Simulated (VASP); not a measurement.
# VN2 (I4/mcm) in VASP: a series of runs, part 2 of 2

VASP 6.6.1. Earlier steps stand in the parts before.

### 4 Single point, PBEsol (strain -0.025 along x and y, -0.025 along z)

INCAR

```
PREC = Accurate
ENCUT = 520
EDIFF = 1E-6
ISMEAR = 0
SIGMA = 0.15
LREAL = False
LASPH = True
NELM = 60
ALGO = Normal
ISIF = 2
LWAVE = False
LCHARG = False
GGA = PS
NBANDS = 32
```

KPOINTS

```
Automatic mesh
0
Gamma
  16 16 16
```

POSCAR

```
VN2
1.0
   -2.0770645402      2.0770645402      2.3938994250
    2.0770645402     -2.0770645402      2.3938994250
    2.0770645402      2.0770645402     -2.3938994250
V N
2 4
Direct
    0.2500000000      0.2500000000      0.0000000000
    0.7500000000      0.7500000000      0.0000000000
    0.1142608421      0.6142608421      0.7285216842
    0.6142608421      0.8857391579      0.5000000000
    0.8857391579      0.3857391579      0.2714783159
    0.3857391579      0.1142608421      0.5000000000
```

Potentials or basis: VASP PAW PBE potentials, release 64 (V_sv, N).

Run with:

```bash
$ cat potpaw_PBE.64/V_sv/POTCAR potpaw_PBE.64/N/POTCAR > POTCAR
$ mpirun -np 1 vasp_std > vasp.out
```

OUTCAR:

```text
PREC = Accurate
   ENCUT = 520
   EDIFF = 1E-6
   ISMEAR = 0
   LREAL = False
   LASPH = True
   NELM = 60
   ISIF = 2
   GGA = PS

 ion  position               nearest neighbor table
   1  0.250  0.250  0.000-   5 2.06   3 2.06   6 2.06   6 2.06   4 2.06   4 2.06   3 2.06   5 2.06
                             2 2.39   2 2.39
   2  0.750  0.750  0.000-   5 2.06   3 2.06   4 2.06   4 2.06   6 2.06   6 2.06   3 2.06   5 2.06
                             1 2.39   1 2.39
   3  0.114  0.614  0.729-   5 1.34   1 2.06   2 2.06   2 2.06   1 2.06
   4  0.614  0.886  0.500-   6 1.34   2 2.06   1 2.06   2 2.06   1 2.06
   5  0.886  0.386  0.271-   3 1.34   2 2.06   1 2.06   2 2.06   1 2.06
   6  0.386  0.114  0.500-   4 1.34   1 2.06   2 2.06   1 2.06   2 2.06

  LATTYP: Found a body centered tetragonal cell.
 ALAT       =     4.1541290804
 C/A-ratio  =     1.1525397399

  Lattice vectors:

 A1 = (  -2.0770645402,   2.0770645402,   2.3938994250)
 A2 = (   2.0770645402,  -2.0770645402,   2.3938994250)
 A3 = (   2.0770645402,   2.0770645402,  -2.3938994250)

Analysis of symmetry for initial positions (statically):
=====================================================================
 Subroutine PRICEL returns:
 Original cell was already a primitive cell.

 Routine SETGRP: Setting up the symmetry group for a
 body centered tetragonal supercell.

 Subroutine GETGRP returns: Found 16 space group operations
 (whereof  8 operations were pure point group operations)
 out of a pool of 16 trial point group operations.

The static configuration has the point symmetry C_4h.
 The point group associated with its full space group is D_4h.

Analysis of symmetry for dynamics (positions and initial velocities):
=====================================================================
 Subroutine PRICEL returns:
 Original cell was already a primitive cell.

 Routine SETGRP: Setting up the symmetry group for a
[... 136 lines left out ...]
  volume/ion in A,a.u.               =       6.89        46.46
  Fermi-wavevector in a.u.,A,eV,Ry     =   1.696832  3.206547 39.174417  2.879238
  Thomas-Fermi vector in A             =   2.777623
   LORBIT       =      0    0 simple, 1 ext, 2 COOP (PROOUT), +10 PAW based schemes
   GGA     = PS    functional components
   LHFCALC =     F    Hartree Fock is set to
   AEXX    =    0.0000 exact exchange contribution
   IVDW    =     0    specifies the selected vdW correction
   LEPSILON=     F    determine dielectric tensor
   LRPA    =     F    only Hartree local field effects (RPA)
 non-spin polarized calculation
 Gauss-broadening in eV      SIGMA  =   0.15
  energy-cutoff  :      520.00
  volume of cell :       41.31
 maximum number of plane-waves:      1136
   NGX = 15   NGY = 15   NGZ = 15

 number of electron      45.9999993 magnetization

 Free energy of the ion-electron system (eV)
  ---------------------------------------------------
  ext. energy  EPLUGINS =         0.00000000
  ---------------------------------------------------
  free energy    TOTEN  =       -56.66043936 eV

  energy without entropy =      -56.63872711  energy(sigma->0) =      -56.64958323

 E-fermi :  13.2151     XC(G=0): -14.5284

 val. band max:       13.2137049241   @ k =   0.3125   0.2500   0.0000
 cond. band min:      13.2172464170   @ k =   0.2500   0.2500   0.1875
 fundamental gap:      0.0035414928
 Fermi energy:        13.2151293080

 k-point     1 :       0.0000    0.0000    0.0000
  band No.  band energies     occupation
      1     -52.1966      2.00000
      2     -51.9359      2.00000
      3     -26.6104      2.00000
      4     -26.1682      2.00000
      5     -26.1682      2.00000
      6     -26.1555      2.00000
[... 829 lines left out ...]
     31      16.0114      0.00000
     32      18.2536      0.00000

 [... further k-points ...]

------------------------ aborting loop because EDIFF is reached ----------------------------------------

  FORCE on cell =-STRESS in cart. coord.  units (eV):
  Direction    XX          YY          ZZ          XY          YZ          ZX
  --------------------------------------------------------------------------------------
  -------------------------------------------------------------------------------------
  Total        9.0487623      9.0487623      7.7958462      0.0000000      0.0000000      0.0000000
  in kB      350.9408201    350.9408201    302.3486059      0.0000000      0.0000000      0.0000000
  external PRESSURE =     334.7434154 kB  Pullay stress =       0.0000000 kB

 VOLUME and BASIS-vectors are now :
 -----------------------------------------------------------------------------
  energy-cutoff  :      520.00
  volume of cell :       41.31
      direct lattice vectors                 reciprocal lattice vectors
    -2.077064540  2.077064540  2.393899425     0.000000000  0.240724345  0.208864247
     2.077064540 -2.077064540  2.393899425     0.240724345  0.000000000  0.208864247
     2.077064540  2.077064540 -2.393899425     0.240724345  0.240724345  0.000000000

 POSITION                                       TOTAL-FORCE (eV/Angst)
 -----------------------------------------------------------------------------------
      0.00000      0.00000      1.19695         0.000000     -0.000000      0.000000
      0.00000      0.00000      3.59085         0.000000     -0.000000      0.000000
      2.55172      0.47465      0.00000         0.517174      0.517174      0.000000
      1.60241      0.47465      2.39390        -0.517174      0.517174      0.000000
     -0.47465      1.60241      2.39390        -0.517174     -0.517174     -0.000000
      0.47465      1.60241      0.00000         0.517174     -0.517174      0.000000
 -----------------------------------------------------------------------------------
    total drift:                               -0.000000     -0.000000      0.000000

  FREE ENERGIE OF THE ION-ELECTRON SYSTEM (eV)
  ---------------------------------------------------
  free  energy   TOTEN  =       -56.6604393565 eV

  energy  without entropy=      -56.6387271094  energy(sigma->0) =      -56.64958323
```

stdout:

```text
POSCAR found type information on POSCAR V N
 POSCAR found :  2 types and       6 ions
 scaLAPACK will be used
 -----------------------------------------------------------------------------
|                                                                             |
|                                                                             |
|     You enforced a specific xc type in the INCAR file but a different       |
|     I HOPE YOU KNOW WHAT YOU ARE DOING!                                     |
|                                                                             |
 -----------------------------------------------------------------------------

 LDA part: xc-table for (Slater+PW92), standard interpolation
 POSCAR, INCAR and KPOINTS ok, starting setup
 FFT: planning ... GRIDC
 FFT: planning ... GRID_SOFT
 FFT: planning ... GRID
 WAVECAR not read
 entering main loop
```

It took 3.5 min on 1 thread of Intel Xeon Platinum 8559C (Emerald Rapids), shared host; peak memory 0.44 GiB.

Results:

* Free energy: -56.6604 eV
* Pressure: 33.5 GPa
* Largest force: 0.731 eV/Å
* Band gap on the k mesh: zero (bands 23 and 24 overlap by 0.44 eV)

Forces in eV/Å, atoms in the order of the input:
```
V    0.000  0.000  0.000
V    0.000  0.000  0.000
N    0.517  0.517  0.000
N   -0.517  0.517  0.000
N   -0.517 -0.517  0.000
N    0.517 -0.517  0.000
```

Stress tensor (GPa, compression positive):
```
35.09  0.00  0.00
 0.00 35.09  0.00
 0.00  0.00 30.23
```

Caveat: the cell differs from its parent crystal (strain -0.025 along x and y, -0.025 along z); the cell stands under pressure; the PAW data sets were made with another functional, which shifts forces and pressure a little; the run has no spin polarisation, though such a crystal can be magnetic.

### 5 Overview

| cell | gap on the mesh (eV) | pressure (GPa) | largest force (eV/Å) |
| --- | --- | --- | --- |
| a = 3.751 Å, angles 112.7, 112.7, 103.1°, 6 atoms | none | 46.2 | 0.79 |
| a = 3.811 Å, angles 115.9, 115.9, 97.3°, 6 atoms | none | 38.7 | 1.39 |
| a = 3.789 Å, angles 113.5, 113.5, 101.6°, 6 atoms | none | 33.5 | 0.73 |

Alike in all rows: task single point; level PBEsol; potentials or basis VASP PAW PBE potentials, release 64 (V_sv, N); no spin polarisation; k mesh 16 × 16 × 16; cutoff (eV) 520; smearing gaussian 0.15 eV.

Caveats: the PAW data sets were made with another functional, which shifts forces and pressure a little; the run has no spin polarisation, though such a crystal can be magnetic; the stress differs along the axes, from 42 to 54 GPa (at least some runs); the stress differs along the axes, from 7 to 54 GPa (at least some runs); the cell stands under pressure (at least some runs).

Total energies depend on the potentials used, so only differences within one code and one set of settings carry meaning.
